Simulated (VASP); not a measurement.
**Rh: single point with PBE**

The system is Rh.

```xyz
1
Lattice="0.0000 1.8979 1.8979 1.8979 0.0000 1.8979 1.8979 1.8979 0.0000" Properties=species:S:1:pos:R:3 pbc="T T T"
Rh    0.0000    0.0000    0.0000
```

- Program: VASP 6.6.1
- Task: single point
- Functional: PBE
- Potentials or basis: VASP PAW PBE potentials, release 64 (Rh_pv)
- Cutoff: 520 eV
- k mesh: 14 × 14 × 14
- Occupations: fermi-dirac, width 0.15 eV
- Spin: no spin polarisation
- Dipole correction: no
- Further INCAR settings: ALGO = Normal; EDIFF = 1e-07; NBANDS = 14

The pressure is 8.5 GPa.

Levels at points of the mesh, in eV from the Fermi level:
```tsv
k point	band 5	band 6	band 7	band 8	band 9	band 10
(0.00, 0.00, 0.00)	-3.09	-3.09	-3.09	-0.98	-0.98	16.00
(0.50, 0.00, 0.00)	-3.17	-3.17	0.59	0.59	0.73	8.72
(0.50, 0.50, 0.00)	-5.98	0.56	1.02	1.02	3.28	12.36
```

Wall time 19 s on 1 thread of Intel(R) Xeon(R) Platinum 8259CL CPU @ 2.50GHz (Skylake/Cascade Lake), with other jobs on the host, peak memory 0.13 GiB.
